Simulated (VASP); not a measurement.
Runs of VASP 6.6.1 on C. The cell holds a slab with vacuum, 2 atoms: a = 2.456 Å, b = 2.456 Å, c = 8.524 Å, α = 90.00°, β = 90.00°, γ = 120.00°. 

```tsv
k mesh	gap on the mesh (eV)
6 × 6 × 2	none
7 × 7 × 2	(a)
9 × 9 × 3	none
5 × 5 × 2	2.82
4 × 4 × 1	4.04
```

Alike in all rows: task single point; level PBEsol+D3(BJ); potentials or basis VASP PAW PBE potentials, release 64 (C); no spin polarisation; cell as given; cutoff (eV) 600; smearing gaussian 0.1 eV.

**Question.** Estimate the missing entries.

**Answer.** (a) 3.04.

Caveats: some runs use coarse meshes; three body term missing.

A k mesh can miss the band edges.

A gap of «none» marks levels without a gap at the run's occupations.
